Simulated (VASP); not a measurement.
Write the native input for VASP 6.6.1 that does the following.

| Quantity | Value |
| --- | --- |
| Task | single point |
| Functional | PBE |
| Potentials or basis | VASP PAW PBE potentials, release 64 (Sb, Te, O) |
| Cutoff | 520 eV |
| k mesh | 6 × 6 × 6 |
| Occupations | gaussian, width 0.1 eV |
| Spin | no spin polarisation |
| Dipole correction | no |
| Further INCAR settings | ALGO = Normal; EDIFF = 1e-06; NBANDS = 26 |

The structure of SbTe2O3 lies in POSCAR:

```
SbTe2O3
1.0
   -2.3951336287      2.3951336287      4.5456253593
    2.3951336287     -2.3951336287      4.5456253593
    2.3951336287      2.3951336287     -4.5456253593
Sb Te O
1 2 3
Direct
    0.5000000000      0.5000000000      0.0000000000
    0.7500000000      0.2500000000      0.5000000000
    0.2500000000      0.7500000000      0.5000000000
    0.5000000000      0.0000000000      0.5000000000
    0.0000000000      0.5000000000      0.5000000000
    0.0000000000      0.0000000000      0.0000000000
```

The cell was generated, and may not be a known phase.

One way to write it, as run:

INCAR

```
SYSTEM = SbTe2O3
  PREC = Accurate
  ENCUT = 520
  EDIFF = 1E-6
  ISMEAR = 0
  SIGMA = 0.1
  LREAL = .FALSE.
  LASPH = .TRUE.
  NELM = 100
  ALGO = Normal
  ISIF = 2
  LWAVE = .FALSE.
  LCHARG = .FALSE.
  GGA = PE
  NBANDS = 26
```

KPOINTS

```
regular mesh
0
G
  6 6 6
  0 0 0
```

Potentials or basis: VASP PAW PBE potentials, release 64 (Sb, Te, O).

Command:

```bash
$ cat potpaw_PBE.64/Sb/POTCAR potpaw_PBE.64/Te/POTCAR potpaw_PBE.64/O/POTCAR > POTCAR
$ mpirun -np 1 vasp_std > vasp.out
```

Results of the run:

* Pressure: -0.4 GPa
* Band gap on the k mesh: zero (an odd number of electrons rules out a gap without spin polarisation)

Caveat: spin-orbit coupling is left out, which moves the levels of the heavy elements; an odd number of electrons without spin polarisation forces a metal; a magnetic or distorted state may lie lower.

Wall time 2.2 min on 1 thread of Intel(R) Xeon(R) Platinum 8259CL CPU @ 2.50GHz (Skylake/Cascade Lake) (shared host), peak memory 0.29 GiB.
